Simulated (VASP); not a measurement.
Set up this calculation in VASP 6.6.1, as the native input.

| Property | Result |
| --- | --- |
| Task | single point |
| Functional | PBEsol |
| Potentials or basis | VASP PAW PBE potentials, release 64 (Cd, S) |
| Cutoff | 520 eV |
| k mesh | 9 × 9 × 4 |
| Occupations | gaussian, width 0.01 eV |
| Spin | no spin polarisation |
| Dipole correction | no |
| Further INCAR settings | ALGO = Normal; EDIFF = 1e-07; NBANDS = 26 |

The structure of CdS lies in POSCAR:

```
CdS
1.0
    4.1245340297      0.0000000000      0.0000000000
   -2.0622670149      3.5719512485      0.0000000000
    0.0000000000      0.0000000000      6.7092066191
Cd S
2 2
Direct
    0.3333333333      0.6666666667     -0.0553321361
    0.6666666667      0.3333333333      0.4446678639
    0.3333333333      0.6666666667      0.4323321361
    0.6666666667      0.3333333333      0.9323321361
```

This cell differs from its parent crystal: atoms displaced along a vibrational mode.

One way to write it, as run:

INCAR

```
SYSTEM = CdS
  PREC = Accurate
  ENCUT = 520
  EDIFF = 1E-7
  ISMEAR = 0
  SIGMA = 0.01
  LREAL = .FALSE.
  LASPH = .TRUE.
  NELM = 80
  ALGO = Normal
  ISIF = 2
  LWAVE = .FALSE.
  LCHARG = .FALSE.
  GGA = PS
  NBANDS = 26
```

KPOINTS

```
Automatic mesh
0
G
  9 9 4
  0 0 0
```

Potentials or basis: VASP PAW PBE potentials, release 64 (Cd, S).

The run is started by

```console
$ cat potpaw_PBE.64/Cd/POTCAR potpaw_PBE.64/S/POTCAR > POTCAR
$ mpirun -np 1 vasp_std > vasp.out
```

Results of the run:

```yaml
Pressure: 4.4 GPa
Largest_force: 0.185 eV/Å
Band_gap_on_the_k_mesh: 1.36 eV
```

Caveat: the cell differs from its parent crystal (atoms displaced along a vibrational mode); the cell stands under pressure; the PAW data sets were made with another functional, which shifts forces and pressure a little.

Run time: 79 s on 1 thread of Intel Xeon 8259CL, with other jobs on the host, peak memory 0.25 GiB.
